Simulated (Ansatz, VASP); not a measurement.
# BaTiO3 in VASP and in Ansatz

```xyz
5
Lattice="3.9841 0.0598 0.0598 0.0852 2.8797 2.8884 0.0001 -2.7944 2.8032" Properties=species:S:1:pos:R:3 pbc="T T T"
Ba    0.0000    0.0000    0.0000
Ti    2.0354    0.0732    2.9206
O     0.0420    0.0420    2.8008
O     2.0350   -1.2998    4.2669
O     2.0768    1.4873    4.3087
```

Change from the starting cell: equal xy, yz and zx shear strains of +3 %.

Alike in both runs: task single point; functional PBEsol; k mesh 8 × 8 × 8; occupations fermi-dirac, width 0.05 eV; no spin polarisation.

```csv
,VASP,Ansatz
version,VASP 6.6.1,Ansatz 0.2.0
potentials or method,"VASP PAW PBE potentials, release 64 (Ba_sv, Ti_sv, O), cutoff 520 eV","all-electron LAPW, scalar-relativistic"
```

|  | VASP | Ansatz | Ansatz less VASP |
| --- | --- | --- | --- |
| pressure (GPa) | -2.2 | -4.0 | -1.80 |
| traceless stress, the component that is largest in VASP (GPa) | -3.62 | -3.52 | +0.100 |
| rms of the force components (eV/Å) | 0.103 | 0.107 | +0.0041 |

VASP's potentials were made for PBE, not for PBEsol. Atom by atom the forces differ by 0.009 eV/Å (rms over components). Ansatz ran all-electron here, and VASP with PAW potentials.

Neither program's run includes spin-orbit coupling.
